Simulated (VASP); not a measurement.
# KI in VASP: further runs, part 2 of 2

VASP 6.6.1.

### 4 Single point, PBEsol (strain -0.040 along x and y, +0.000 along z)

Contents of INCAR:

```
ALGO = Normal ; EDIFF = 1E-6
ENCUT = 520 ; GGA = PS
ISIF = 2 ; ISMEAR = 0
LASPH = True ; LCHARG = False
LREAL = False ; LWAVE = False
NBANDS = 15 ; NELM = 60
PREC = Accurate ; SIGMA = 0.05
```

Contents of KPOINTS:

```
k-points
0
Gamma
  6 6 6
```

Contents of POSCAR:

```
KI
1.0
    0.0000000000      3.3835680000      3.5245500000
    3.3835680000      0.0000000000      3.5245500000
    3.3835680000      3.3835680000      0.0000000000
K I
1 1
Direct
    0.0000000000      0.0000000000      0.0000000000
    0.5000000000      0.5000000000      0.5000000000
```

Potentials or basis: VASP PAW PBE potentials, release 64 (K_sv, I).

The run is started by

```sh
$ cat potpaw_PBE.64/K_sv/POTCAR potpaw_PBE.64/I/POTCAR > POTCAR
$ mpirun -np 1 vasp_std > vasp.out
```

OUTCAR:

```text
EDIFF = 1E-6
   ENCUT = 520
   GGA = PS
   ISIF = 2
   ISMEAR = 0
   LASPH = True
   LREAL = False
   NELM = 60
   PREC = Accurate

 ion  position               nearest neighbor table
   1  0.000  0.000  0.000-   2 3.38   2 3.38   2 3.38   2 3.38   2 3.52   2 3.52
   2  0.500  0.500  0.500-   1 3.38   1 3.38   1 3.38   1 3.38   1 3.52   1 3.52

  LATTYP: Found a body centered tetragonal cell.
 ALAT       =     4.7850877548
 C/A-ratio  =     1.4731391275

[... 620 lines left out ...]

------------------------ aborting loop because EDIFF is reached ----------------------------------------

  FORCE on cell =-STRESS in cart. coord.  units (eV):
  Direction    XX          YY          ZZ          XY          YZ          ZX
  --------------------------------------------------------------------------------------
  -------------------------------------------------------------------------------------
  Total        0.7583273      0.7583273      0.0500239      0.0000000      0.0000000      0.0000000
  in kB       15.0551051     15.0551051      0.9931268      0.0000000      0.0000000      0.0000000
  external PRESSURE =      10.3677790 kB  Pullay stress =       0.0000000 kB

 VOLUME and BASIS-vectors are now :
 -----------------------------------------------------------------------------
  energy-cutoff  :      520.00
  volume of cell :       80.70
      direct lattice vectors                 reciprocal lattice vectors
     0.000000000  3.383568000  3.524550000    -0.147773002  0.147773002  0.141862082
     3.383568000  0.000000000  3.524550000     0.147773002 -0.147773002  0.141862082
     3.383568000  3.383568000  0.000000000     0.147773002  0.147773002 -0.141862082

 POSITION                                       TOTAL-FORCE (eV/Angst)
 -----------------------------------------------------------------------------------
      0.00000      0.00000      0.00000         0.000000      0.000000      0.000000
      3.38357      3.38357      3.52455        -0.000000     -0.000000      0.000000
 -----------------------------------------------------------------------------------
    total drift:                                0.000000      0.000000      0.000000

  FREE ENERGIE OF THE ION-ELECTRON SYSTEM (eV)
  ---------------------------------------------------
  free  energy   TOTEN  =        -5.7901194563 eV

  energy  without entropy=       -5.7901194563  energy(sigma->0) =       -5.79011946
```

stdout:

```text
POSCAR found type information on POSCAR K I
 POSCAR found :  2 types and       2 ions
 scaLAPACK will be used
 -----------------------------------------------------------------------------
|                                                                             |
|                                                                             |
|     You enforced a specific xc type in the INCAR file but a different       |
|     I HOPE YOU KNOW WHAT YOU ARE DOING!                                     |
|                                                                             |
 -----------------------------------------------------------------------------

 LDA part: xc-table for (Slater+PW92), standard interpolation
 POSCAR, INCAR and KPOINTS ok, starting setup
 FFT: planning ... GRIDC
 FFT: planning ... GRID_SOFT
 FFT: planning ... GRID
 WAVECAR not read
 entering main loop
```

It took 17 s on 1 thread of Intel Xeon Platinum 8488C (Sapphire Rapids), shared host; peak memory 0.22 GiB.

Results:

```
Free energy            : -5.7901 eV
Pressure               : 1.0 GPa
Band gap on the k mesh : 4.00 eV
```

Stress tensor (GPa, compression positive):
```
1.51 0.00 0.00
0.00 1.51 0.00
0.00 0.00 0.10
```

Caveat: the cell differs from its parent crystal (strain -0.040 along x and y, +0.000 along z); the PAW data sets were made with another functional, which shifts forces and pressure a little; spin-orbit coupling is left out, which moves the levels of the heavy elements.

### 5 Single point, PBEsol (strain +0.040 along x and y, +0.080 along z)

Contents of INCAR:

```
PREC = Accurate
ENCUT = 520
EDIFF = 1E-7
ISMEAR = 0
SIGMA = 0.05
LREAL = F
LASPH = T
NELM = 80
ALGO = Normal
ISIF = 2
LWAVE = F
LCHARG = F
GGA = PS
NBANDS = 15
```

Contents of KPOINTS:

```
regular mesh
0
Gamma
  6 6 6
```

Contents of POSCAR:

```
KI
1.0
    0.0000000000      3.6655320000      3.8065140000
    3.6655320000      0.0000000000      3.8065140000
    3.6655320000      3.6655320000      0.0000000000
K I
1 1
Direct
    0.0000000000      0.0000000000      0.0000000000
    0.5000000000      0.5000000000      0.5000000000
```

The run is started by

```sh
$ cat potpaw_PBE.64/K_sv/POTCAR potpaw_PBE.64/I/POTCAR > POTCAR
$ mpirun -np 1 vasp_std > vasp.out
```

It took 64 s on 1 thread of AMD EPYC 7R43 (Zen 3), shared host; peak memory 0.21 GiB.

Results (log left out):

| Item | Value |
| --- | --- |
| Free energy | -5.7343 eV |
| Pressure | -1.3 GPa |
| Band gap on the k mesh | 3.53 eV |

Stress tensor (GPa, compression positive):
```
-1.24  0.00  0.00
 0.00 -1.24  0.00
 0.00  0.00 -1.51
```

Levels at points of the mesh, in eV from the valence-band top:
```csv
k point,band 4,band 5,band 6,band 7,band 8,band 9,band 10,band 11,band 12,band 13
"(0.00, 0.00, 0.00)",-12.16,-10.35,-0.01,-0.01,0.00,3.53,6.33,6.53,6.53,7.04
"(0.50, 0.00, 0.00)",-12.16,-10.21,-1.05,-0.25,-0.24,5.23,7.10,7.65,7.90,8.39
"(0.50, 0.50, 0.00)",-12.17,-10.27,-0.81,-0.27,-0.27,5.05,5.34,7.84,7.84,8.22
"(0.50, 0.00, 0.50)",-12.17,-10.26,-0.80,-0.34,-0.28,5.03,5.37,7.91,8.01,8.22
```

Caveat: the cell differs from its parent crystal (strain +0.040 along x and y, +0.080 along z); the PAW data sets were made with another functional, which shifts forces and pressure a little; spin-orbit coupling is left out, which moves the levels of the heavy elements.

### 6 The runs side by side

```csv
cell,gap on the mesh (eV),pressure (GPa)
"a = 5.383 Å, angles 60.0°, 2 atoms",3.42,-1.6
"a = 4.686, b = 4.686, c = 4.586 Å, angles 60.7, 60.7, 58.6°, 2 atoms",4.30,3.9
"a = 4.886, b = 4.886, c = 4.785 Å, angles 60.7, 60.7, 58.6°, 2 atoms",4.00,1.0
"a = 5.284, b = 5.284, c = 5.184 Å, angles 60.6, 60.6, 58.7°, 2 atoms",3.53,-1.3
```

Alike in all rows: task single point; level PBEsol; potentials or basis VASP PAW PBE potentials, release 64 (K_sv, I); no spin polarisation; k mesh 6 × 6 × 6; cutoff (eV) 520; smearing gaussian 0.05 eV.

Caveats: the PAW data sets were made with another functional, which shifts forces and pressure a little; spin-orbit coupling is left out, which moves the levels of the heavy elements; the cell stands under pressure (at least some runs).

Total energies depend on the potentials used, so only differences within one code and one set of settings carry meaning.
